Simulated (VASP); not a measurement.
# Si (R-3m) in VASP: single point with PBE

Aim: the single point of Si with PBE.

Everything below comes from runs of VASP 6.6.1. Logs are shortened: lines on timing, memory, paths and dates and some standing lists are left out, and cuts for length are marked.

### Step 1. The cell of the first run

It takes space group R-3m (No. 166, trigonal). The conventional cell has a = 3.696 Å, b = 3.696 Å, c = 9.604 Å, α = 90.00°, β = 90.00°, γ = 120.00°. Si (site symmetry 3m) has 4 Si at 2.30 to 2.35 Å within 3.0 Å.

### Step 2. Single point, PBE (epitaxial 111 strain -4.0%)

File INCAR:

```
SYSTEM = Si
PREC = Accurate ; ENCUT = 520
EDIFF = 1E-7 ; ISMEAR = -1
SIGMA = 0.02 ; LREAL = .FALSE.
LASPH = .TRUE. ; NELM = 60
ALGO = Normal ; ISIF = 2
LWAVE = .FALSE. ; LCHARG = .FALSE.
GGA = PE ; NBANDS = 11
```

File KPOINTS:

```
regular mesh
0
G
  8 8 8
  0 0 0
```

File POSCAR:

```
Si
1.0
    0.1060954080      2.7193295478      2.7193295478
    2.7193295478      0.1060954080      2.7193295478
    2.7193295478      2.7193295478      0.1060954080
Si
2
Direct
    0.0026859547      0.0026859547      0.0026859547
    0.2473140453      0.2473140453      0.2473140453
```

Potentials or basis: VASP PAW PBE potentials, release 64 (Si).

On the command line:

```sh
> cat potpaw_PBE.64/Si/POTCAR > POTCAR
> mpirun -np 1 vasp_std > vasp.out
```

OUTCAR:

```text
SYSTEM = Si
   PREC = Accurate
   ENCUT = 520
   EDIFF = 1E-7
   ISMEAR = -1
   LREAL = .FALSE.
   LASPH = .TRUE.
   NELM = 60
   ISIF = 2
   GGA = PE

 ion  position               nearest neighbor table
   1  0.003  0.003  0.003-   2 2.30   2 2.30   2 2.30   2 2.35
   2  0.247  0.247  0.247-   1 2.30   1 2.30   1 2.30   1 2.35

  LATTYP: Found a trigonal (rhomboedric) cell.
 ALAT       =     3.8471759272
 COS(alpha) =     0.5386053511

  Lattice vectors:

 A1 = (   0.1060954080,   2.7193295478,   2.7193295478)
 A2 = (   2.7193295478,   0.1060954080,   2.7193295478)
 A3 = (   2.7193295478,   2.7193295478,   0.1060954080)

Analysis of symmetry for initial positions (statically):
=====================================================================
 Subroutine PRICEL returns:
 Original cell was already a primitive cell.

 Routine SETGRP: Setting up the symmetry group for a
 trigonal (rhombohedral) supercell.

 Subroutine GETGRP returns: Found 12 space group operations
 (whereof  6 operations were pure point group operations)
 out of a pool of 12 trial point group operations.

The static configuration has the point symmetry C_3v.
 The point group associated with its full space group is D_3d.

Analysis of symmetry for dynamics (positions and initial velocities):
=====================================================================
 Subroutine PRICEL returns:
 Original cell was already a primitive cell.

 Routine SETGRP: Setting up the symmetry group for a
 trigonal (rhombohedral) supercell.

 Subroutine GETGRP returns: Found 12 space group operations
 (whereof  6 operations were pure point group operations)
 out of a pool of 12 trial point group operations.

The dynamic configuration has the point symmetry C_3v.
 The point group associated with its full space group is D_3d.

 Subroutine INISYM returns: Found 12 space group operations
 (whereof  6 operations are pure point group operations),
 and found     1 'primitive' translations

----------------------------------------------------------------------------------------

                                     Primitive cell

  volume of cell :      37.8651

  direct lattice vectors                    reciprocal lattice vectors
     0.106095408  2.719329548  2.719329548    -0.194994845  0.187672741  0.187672741
     2.719329548  0.106095408  2.719329548     0.187672741 -0.194994845  0.187672741
     2.719329548  2.719329548  0.106095408     0.187672741  0.187672741 -0.194994845

  length of vectors
     3.847175927  3.847175927  3.847175927     0.329340409  0.329340409  0.329340409

  position of ions in fractional coordinates (direct lattice)
     0.002685955  0.002685955  0.002685955
     0.247314045  0.247314045  0.247314045

  ion indices of the primitive-cell ions
   primitive index   ion index
                 1           1
                 2           2

----------------------------------------------------------------------------------------

 KPOINTS: regular mesh

Automatic generation of k-mesh.
 Grid dimensions read from file:
 generate k-points for:    8    8    8

 Generating k-lattice:

  Cartesian coordinates                     Fractional coordinates (reciprocal lattice)
    -0.024374356  0.023459093  0.023459093     0.125000000  0.000000000  0.000000000
     0.023459093 -0.024374356  0.023459093     0.000000000  0.125000000  0.000000000
     0.023459093  0.023459093 -0.024374356     0.000000000  0.000000000  0.125000000

  Length of vectors
     0.041167551  0.041167551  0.041167551

  Shift w.r.t. Gamma in fractional coordinates (k-lattice)
     0.000000000  0.000000000  0.000000000

 Subroutine IBZKPT returns following result:
 ===========================================

 Found     65 irreducible k-points:

 Following reciprocal coordinates:
            Coordinates               Weight
  0.000000  0.000000  0.000000      1.000000
  0.125000  0.000000  0.000000      6.000000
  0.250000  0.000000  0.000000      6.000000
  0.375000  0.000000  0.000000      6.000000
  0.500000  0.000000  0.000000      3.000000
  0.125000  0.125000  0.000000      6.000000
[... 16 lines left out ...]
  0.250000  0.125000  0.125000      6.000000
  0.375000  0.125000  0.125000      6.000000
 [... further k-points ...]
   k-points           NKPTS =     65   k-points in BZ     NKDIM =     65   number of bands    NBANDS=     11
   number of dos      NEDOS =    301   number of ions     NIONS =      2
   total plane-waves  NPLWV =  27000
   dimension x,y,z NGX =    30 NGY =   30 NGZ =   30
   dimension x,y,z NGXF=    60 NGYF=   60 NGZF=   60
   ions per type =               2
   NGX,Y,Z   is equivalent  to a cutoff of  12.96, 12.96, 12.96 a.u.
   NGXF,Y,Z  is equivalent  to a cutoff of  25.93, 25.93, 25.93 a.u.
 SYSTEM =  Si
   PREC   = accura    normal or accurate (medium, high low for compatibility)
   ISTART =      0    job   : 0-new  1-cont  2-samecut
   ICHARG =      2    charge: 1-file 2-atom 10-const
   ISPIN  =      1    spin polarized calculation?
   LNONCOLLINEAR =      F non collinear calculations
   LSORBIT =      F    spin-orbit coupling
   LASPH  =      T    aspherical Exc in radial PAW
   ENCUT  =  520.0 eV  38.22 Ry    6.18 a.u.   7.15  7.15  7.15*2*pi/ulx,y,z
   NELM   =     60;   NELMIN=  2; NELMDL= -5     # of ELM steps
   EDIFF  = 0.1E-06   stopping-criterion for ELM
   LREAL  =      F    real-space projection
   EDIFFG = 0.1E-05   stopping-criterion for IOM
   NSW    =      0    number of steps for IOM
   IBRION =     -1    ionic relax: 0-MD 1-quasi-New 2-CG
   NFREE  =      0    steps in history (QN), initial steepest desc. (CG)
   ISIF   =      2    stress and relaxation
   ISYM   =      2    0-nonsym 1-usesym 2-fastsym
   POTIM  = 0.5000    time-step for ionic-motion
   TEBEG  =    0.0;   TEEND  =   0.0 temperature during run
   PSTRESS=    0.0 pullay stress
   NELECT =       8.0000    total number of electrons
   NUPDOWN=      -1.0000    fix difference up-down
   EMIN   =  10.00;   EMAX   =-10.00  energy-range for DOS
   EFERMI =   0.00;   METHOD = LEGACY
   ISMEAR =    -1;   SIGMA  =   0.02  broadening in eV -4-tet -1-fermi 0-gaus
   EFERMI_NEDOS =   21; number of points for ismear=-14 and -15
   IALGO  =     38    algorithm
   IMIX   =      4    mixing-type and parameters
     AMIX     =   0.40;   BMIX     =  1.00
     AMIX_MAG =   1.60;   BMIX_MAG =  1.00
  volume/ion in A,a.u.               =      18.93       127.76
  Fermi-wavevector in a.u.,A,eV,Ry     =   0.975046  1.842570 12.935263  0.950715
  Thomas-Fermi vector in A             =   2.105554
   LORBIT       =      0    0 simple, 1 ext, 2 COOP (PROOUT), +10 PAW based schemes
   GGA     = PE    functional components
   LHFCALC =     F    Hartree Fock is set to
   AEXX    =    0.0000 exact exchange contribution
   IVDW    =     0    specifies the selected vdW correction
   LEPSILON=     F    determine dielectric tensor
   LRPA    =     F    only Hartree local field effects (RPA)
 non-spin polarized calculation
  energy-cutoff  :      520.00
  volume of cell :       37.87
 maximum number of plane-waves:      1032
 NGX is ok and might be reduce to    30
   NGX = 15   NGY = 15   NGZ = 15

 number of electron       8.0000000 magnetization

 Free energy of the ion-electron system (eV)
  ---------------------------------------------------
  ext. energy  EPLUGINS =         0.00000000
  ---------------------------------------------------
  free energy    TOTEN  =       -10.73033804 eV

  energy without entropy =      -10.73015580  energy(sigma->0) =      -10.73024692

 E-fermi :   6.6694     XC(G=0):  -9.6328

 val. band max:        6.6445177552   @ k =   0.0000   0.0000   0.0000
 cond. band min:       6.7042047200   @ k =   0.5000   0.5000   0.0000
 fundamental gap:      0.0596869648
 Fermi energy:         6.6693749161

 k-point     1 :       0.0000    0.0000    0.0000
  band No.  band energies     occupation
      1      -5.9415      2.00000
      2       5.9689      2.00000
      3       6.6445      1.55212
      4       6.6445      1.55212
      5       8.3145      0.00000
      6       9.2439      0.00000
      7       9.2439      0.00000
      8      10.6862      0.00000
      9      14.1831      0.00000
     10      14.1831      0.00000
     11      14.6388      0.00000

 k-point     2 :       0.1250    0.0000    0.0000
  band No.  band energies     occupation
      1      -5.7204      2.00000
      2       4.9544      2.00000
      3       5.7636      2.00000
      4       6.2931      2.00000
      5       8.6311      0.00000
      6       9.3338      0.00000
      7       9.7089      0.00000
      8      11.9096      0.00000
      9      13.5550      0.00000
     10      13.7309      0.00000
     11      15.5200      0.00000

 k-point     3 :       0.2500    0.0000    0.0000
  band No.  band energies     occupation
      1      -5.0728      2.00000
      2       2.5279      2.00000
      3       5.2928      2.00000
      4       5.7367      2.00000
      5       8.4188      0.00000
      6       9.7006      0.00000
      7      10.1473      0.00000
      8      13.0357      0.00000
      9      13.9072      0.00000
     10      14.1780      0.00000
     11      15.5725      0.00000

 k-point     4 :       0.3750    0.0000    0.0000
  band No.  band energies     occupation
      1      -4.0875      2.00000
      2       0.3572      2.00000
      3       4.9998      2.00000
      4       5.3537      2.00000
      5       8.0464      0.00000
      6       9.6388      0.00000
      7       9.9580      0.00000
      8      14.0523      0.00000
      9      14.7018      0.00000
     10      15.6010      0.00000
     11      16.9120      0.00000

 k-point     5 :       0.5000    0.0000    0.0000
  band No.  band energies     occupation
      1      -3.3540      2.00000
      2      -0.7828      2.00000
      3       4.9047      2.00000
      4       5.2228      2.00000
      5       7.9065      0.00000
      6       9.5027      0.00000
      7       9.8094      0.00000
      8      14.0224      0.00000
      9      16.6451      0.00000
     10      16.9572      0.00000
     11      17.6638      0.00000
[... 211 lines left out ...]
 k-point    21 :       0.5000    0.5000    0.0000
  band No.  band energies     occupation
      1      -1.6464      2.00000
      2      -1.5149      2.00000
      3       3.1544      2.00000
      4       3.7000      2.00000
      5       6.7042      0.29825
      6       7.3083      0.00000
      7      16.7366      0.00000
      8      16.9176      0.00000
      9      17.4299      0.00000
     10      17.4493      0.00000
     11      19.2243      0.00000

 k-point    22 :       0.1250    0.1250    0.1250
  band No.  band energies     occupation
      1      -5.7464      2.00000
      2       4.2722      2.00000
      3       6.3855      2.00000
      4       6.3855      2.00000
      5       9.2217      0.00000
      6       9.6292      0.00000
      7       9.6292      0.00000
      8      11.3492      0.00000
      9      13.7774      0.00000
     10      13.7774      0.00000
     11      15.2832      0.00000

 k-point    23 :       0.2500    0.1250    0.1250
  band No.  band energies     occupation
      1      -5.3989      2.00000
      2       3.4516      2.00000
      3       4.7293      2.00000
      4       6.3144      2.00000
      5       9.8027      0.00000
      6       9.8052      0.00000
      7       9.9530      0.00000
      8      12.3317      0.00000
      9      12.9092      0.00000
     10      14.3170      0.00000
     11      16.3645      0.00000

 k-point    24 :       0.3750    0.1250    0.1250
  band No.  band energies     occupation
      1      -4.6396      2.00000
      2       1.8206      2.00000
      3       3.6483      2.00000
      4       5.7379      2.00000
      5       9.3506      0.00000
      6      10.2030      0.00000
      7      10.2728      0.00000
      8      13.2596      0.00000
      9      13.4695      0.00000
     10      15.9777      0.00000
     11      16.1502      0.00000

 [... further k-points ...]

------------------------ aborting loop because EDIFF is reached ----------------------------------------

  FORCE on cell =-STRESS in cart. coord.  units (eV):
  Direction    XX          YY          ZZ          XY          YZ          ZX
  --------------------------------------------------------------------------------------
  -------------------------------------------------------------------------------------
  Total        1.8789584      1.8789584      1.8789584     -0.7687501     -0.7687501     -0.7687501
  in kB       79.5039639     79.5039639     79.5039639    -32.5279598    -32.5279598    -32.5279598
  external PRESSURE =      79.5039639 kB  Pullay stress =       0.0000000 kB

 VOLUME and BASIS-vectors are now :
 -----------------------------------------------------------------------------
  energy-cutoff  :      520.00
  volume of cell :       37.87
      direct lattice vectors                 reciprocal lattice vectors
     0.106095408  2.719329548  2.719329548    -0.194994845  0.187672741  0.187672741
     2.719329548  0.106095408  2.719329548     0.187672741 -0.194994845  0.187672741
     2.719329548  2.719329548  0.106095408     0.187672741  0.187672741 -0.194994845

 POSITION                                       TOTAL-FORCE (eV/Angst)
 -----------------------------------------------------------------------------------
      0.01489      0.01489      0.01489         0.019684      0.019684      0.019684
      1.37130      1.37130      1.37130        -0.019684     -0.019684     -0.019684
 -----------------------------------------------------------------------------------
    total drift:                               -0.000000      0.000000      0.000000

  FREE ENERGIE OF THE ION-ELECTRON SYSTEM (eV)
  ---------------------------------------------------
  free  energy   TOTEN  =       -10.7303380403 eV

  energy  without entropy=      -10.7301557978  energy(sigma->0) =      -10.73024692
```

Run time: 60 s. Hardware: 1 thread of Intel Xeon 6975P-C, shared host; peak memory 0.17 GiB.

What came out:

```
Free energy            : -10.7303 eV
Pressure               : 8.0 GPa
Largest force          : 0.034 eV/Å
Band gap on the k mesh : 0.06 eV, indirect (least direct gap 1.67 eV)
```

Forces in eV/Å, atoms in the order of the input:
```
Si   0.020  0.020  0.020
Si  -0.020 -0.020 -0.020
```

Levels at points of the mesh, in eV from the valence-band top:
| k point | band 1 | band 2 | band 3 | band 4 | band 5 | band 6 | band 7 | band 8 |
| --- | --- | --- | --- | --- | --- | --- | --- | --- |
| (0.00, 0.00, 0.00) | -12.59 | -0.68 | 0.00 | 0.00 | 1.67 | 2.60 | 2.60 | 4.04 |
| (0.50, 0.00, 0.00) | -10.00 | -7.43 | -1.74 | -1.42 | 1.26 | 2.86 | 3.16 | 7.38 |
| (0.50, 0.50, 0.00) | -8.29 | -8.16 | -3.49 | -2.94 | 0.06 | 0.66 | 10.09 | 10.27 |
| (0.50, 0.50, 0.50) | -10.40 | -7.61 | -1.11 | -1.11 | 2.13 | 3.38 | 3.38 | 8.01 |

Caveat: the cell differs from its parent crystal (epitaxial 111 strain -4.0%).
